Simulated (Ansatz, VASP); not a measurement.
## One calculation of BaTiO3, two programs

Contents of INCAR:

```
SYSTEM = BaTiO3
PREC = Accurate
ENCUT = 520
EDIFF = 1E-7
ISMEAR = 0
SIGMA = 0.02
LREAL = .FALSE.
LASPH = .TRUE.
NELM = 150
ALGO = Normal
ISIF = 2
LWAVE = .FALSE.
LCHARG = .TRUE.
LNONCOLLINEAR = .TRUE.
MAGMOM = 0 0 0 0 0 0 0 0 0 0 0 0 0 0 0
LORBIT = 11
LSORBIT = .TRUE.
GGA_COMPAT = .FALSE.
LORBMOM = .TRUE.
LMAXMIX = 4
GGA = PE
LVHAR = .TRUE.
NBANDS = 55
```

File KPOINTS:

```
regular mesh
0
G
  8 8 8
  0 0 0
```

File POSCAR:

```
BaTiO3
1.0
    3.9852569840      0.0000000000      0.0000000000
    0.0000000000      3.9852569840      0.0000000000
    0.0000000000      0.0000000000      4.2022179547
Ba Ti O
1 1 3
Direct
    0.0000000000      0.0000000000     -0.0106979926
    0.5000000000      0.5000000000      0.4720516423
    0.5000000000      0.5000000000      0.0408797490
    0.5000000000      0.0000000000      0.5203833006
    0.0000000000      0.5000000000      0.5203833006
```

Input for Ansatz:

```yaml
crystal:
  lattice:
    - [3.985256984, 0.0, 0.0]
    - [0.0, 3.985256984, 0.0]
    - [0.0, 0.0, 4.2022179547]
  atoms:
    - { symbol: Ba, position: [0.0, 0.0, -0.0106979926] }
    - { symbol: Ti, position: [0.5, 0.5, 0.4720516423] }
    - { symbol: O, position: [0.5, 0.5, 0.040879749] }
    - { symbol: O, position: [0.5, 0.0, 0.5203833006] }
    - { symbol: O, position: [0.0, 0.5, 0.5203833006] }
basis:
  ecutwfc: 420
kpoints:
  mp_grid: { grid: [8, 8, 8] }
  band_path:
    path:
      - [[0.0, 0.0, 0.0], [0.0, 0.5, 0.0], [0.5, 0.5, 0.0], [0.0, 0.0, 0.0], [0.0, 0.0, 0.5], [0.0, 0.5, 0.5], [0.5, 0.5, 0.5], [0.0, 0.0, 0.5]]
      - [[0.0, 0.5, 0.0], [0.0, 0.5, 0.5]]
      - [[0.5, 0.5, 0.0], [0.5, 0.5, 0.5]]
    npoints: 10
hamiltonian:
  xc: pbe
scf:
  occupations: { method: gaussian, width: 0.02 }
output:
  forces: true
  stress: true
  eigenvalues: true
  populations: true
  dos: { projected: true, de: 0.02 }
  bader: false
  write_density: true
  write_potential: true
  elf: true
  volumetric_format: npy
magnetization:
  noncollinear: true
  spin_orbit: true
```

Alike in both runs: task single point; functional PBE; k mesh 8 × 8 × 8; occupations gaussian, width 0.02 eV; non-collinear spin, spin-orbit coupling.

|  | VASP | Ansatz |
| --- | --- | --- |
| version | VASP 6.6.1 | Ansatz 0.2.0 |
| potentials or method | VASP PAW PBE potentials, release 64 (Ba_sv, Ti_sv, O), cutoff 520 eV | plane waves, PAW |
| valence electrons in the cell | 40 | 40 |

```tsv
	VASP	Ansatz	Ansatz less VASP
pressure (GPa)	1.6	0.0	-1.59
rms of the force components (eV/Å)	0.034	0.000	-0.0332
```

Atom by atom the forces differ by 0.034 eV/Å (rms over components).
